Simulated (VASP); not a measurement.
Wanted: the native input for a VASP 6.6.1 run.

```yaml
Task: single point
Functional: r2SCAN
Potentials_or_basis: VASP PAW PBE potentials, release 64 (Si)
Cutoff: 520 eV
k_mesh: 24 × 24 × 20
Occupations: gaussian, width 0.15 eV
Spin: no spin polarisation
Dipole_correction: no
Further_INCAR_settings: ALGO = Normal; EDIFF = 1e-06; NBANDS = 8
```

Si:

```
Si
1.0
     2.58123    0.00000    0.00000
    -1.29062    2.23541    0.00000
     0.00000    0.00000    2.54035
Si
1
Cartesian
  0.0000 0.0000 0.0000
```

This cell differs from its parent crystal: strain -0.015 along x and y, +0.030 along z.

One way to write it, as run:

POSCAR

```
Si
1.0
    2.5812346727      0.0000000000      0.0000000000
   -1.2906173364      2.2354147996      0.0000000000
    0.0000000000      0.0000000000      2.5403450217
Si
1
Direct
    0.0000000000      0.0000000000      0.0000000000
```

INCAR.step1

```
SYSTEM = Si
PREC     = Accurate       ! precision mode
ENCUT    = 520            ! plane-wave cutoff, eV
ISMEAR   = 0              ! smearing method
SIGMA    = 0.15           ! smearing width, eV
LREAL    = .False.        ! projectors in reciprocal space
LASPH    = .True.         ! aspherical terms in the spheres
NELM     = 60             ! most SCF steps
NBANDS   = 8              ! bands
GGA      = PE             ! functional
ALGO     = Normal         ! electronic algorithm
EDIFF    = 1E-4           ! SCF threshold, eV
LWAVE    = .True.         ! write WAVECAR
LCHARG   = .False.        ! write CHGCAR
```

INCAR.step2

```
SYSTEM = Si
PREC     = Accurate       ! precision mode
ENCUT    = 520            ! plane-wave cutoff, eV
EDIFF    = 1E-6           ! SCF threshold, eV
ISMEAR   = 0              ! smearing method
SIGMA    = 0.15           ! smearing width, eV
LREAL    = .False.        ! projectors in reciprocal space
LASPH    = .True.         ! aspherical terms in the spheres
NELM     = 60             ! most SCF steps
ALGO     = Normal         ! electronic algorithm
ISIF     = 2              ! what is computed and relaxed
LWAVE    = .False.        ! write WAVECAR
LCHARG   = .False.        ! write CHGCAR
METAGGA  = R2SCAN         ! meta-GGA
LMIXTAU  = .True.       
NBANDS   = 8              ! bands
ISTART   = 1
```

KPOINTS

```
regular mesh
0
Gamma
  24 24 20
  0 0 0
```

Potentials or basis: VASP PAW PBE potentials, release 64 (Si).

Run with:

```sh
$ cat potpaw_PBE.64/Si/POTCAR > POTCAR
$ cp INCAR.step1 INCAR
$ mpirun -np 1 vasp_std > vasp.out
$ cp INCAR.step2 INCAR
$ mpirun -np 1 vasp_std > vasp.out
```

Results of the run:

```json
{"Pressure": "1.9 GPa", "Band gap on the k mesh": "zero (bands 2 and 3 overlap by 11.84 eV)"}
```

Caveat: the cell differs from its parent crystal (strain -0.015 along x and y, +0.030 along z); the PAW data sets were made with another functional, which shifts forces and pressure a little.

Run time: 3.9 min on 1 thread of AMD EPYC 7R43 64-Core Processor (Zen 3), with other jobs on the host, peak memory 0.14 GiB.
